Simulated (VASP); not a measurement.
Here is a VASP 6.6.1 calculation.

The input INCAR:

```
SYSTEM = Ir
PREC     = Accurate       ! precision mode
ENCUT    = 500            ! plane-wave cutoff, eV
EDIFF    = 1E-6           ! SCF threshold, eV
ISMEAR   = -1             ! smearing method
SIGMA    = 0.5            ! smearing width, eV
LREAL    = .False.        ! projectors in reciprocal space
LASPH    = .True.         ! aspherical terms in the spheres
NELM     = 120            ! most SCF steps
ALGO     = Normal         ! electronic algorithm
ISIF     = 2              ! what is computed and relaxed
LWAVE    = .False.        ! write WAVECAR
LCHARG   = .True.         ! write CHGCAR
GGA      = PE             ! functional
LELF     = .True.         ! ELF
LVHAR    = .True.       
NBANDS   = 10             ! bands
GGA_COMPAT= .False.
```

KPOINTS

```
regular mesh
0
Gamma
  2 2 2
  0 0 0
```

File POSCAR:

```
Ir
1.0
    0.0000000000      1.9350000000      1.9350000000
    1.9350000000      0.0000000000      1.9350000000
    1.9350000000      1.9350000000      0.0000000000
Ir
1
Direct
    0.0000000000      0.0000000000      0.0000000000
```

Potentials or basis: VASP PAW PBE potentials, release 64 (Ir).

Launch:

```sh
$ cat potpaw_PBE.64/Ir/POTCAR > POTCAR
$ mpirun -np 1 vasp_std > vasp.out
```

**Question.** Predict the pressure.

**Answer.** 75.3 GPa.

Caveat: the k points lie up to 1.41 Å⁻¹ apart.
